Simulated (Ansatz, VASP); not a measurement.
# Two plane-wave programs on P

```
P
1.0
     1.66016   -5.61509    0.00000
     1.66016    5.61509    0.00000
     0.00000    0.00000    4.54419
P
4
Direct
  0.09447 0.90553 0.91416
  0.59447 0.40553 0.58584
  0.90553 0.09447 0.08584
  0.40553 0.59447 0.41416
```

Alike in both runs: task single point; functional PBE; k mesh 14 × 14 × 10; occupations fermi-dirac, width 0.05 eV; no spin polarisation.

|  | VASP | Ansatz |
| --- | --- | --- |
| version | VASP 6.6.1 | Ansatz 0.2.0 |
| potentials or method | VASP PAW PBE potentials, release 64 (P), cutoff 520 eV | plane waves (420 eV) with PAW, scalar-relativistic |
| valence electrons in the cell | 20 | 20 |

|  | VASP | Ansatz | Ansatz less VASP |
| --- | --- | --- | --- |
| pressure (GPa) | -0.4 | -0.1 | +0.31 |
| traceless stress, the component that is largest in VASP (GPa) | -0.38 | -0.39 | -0.010 |
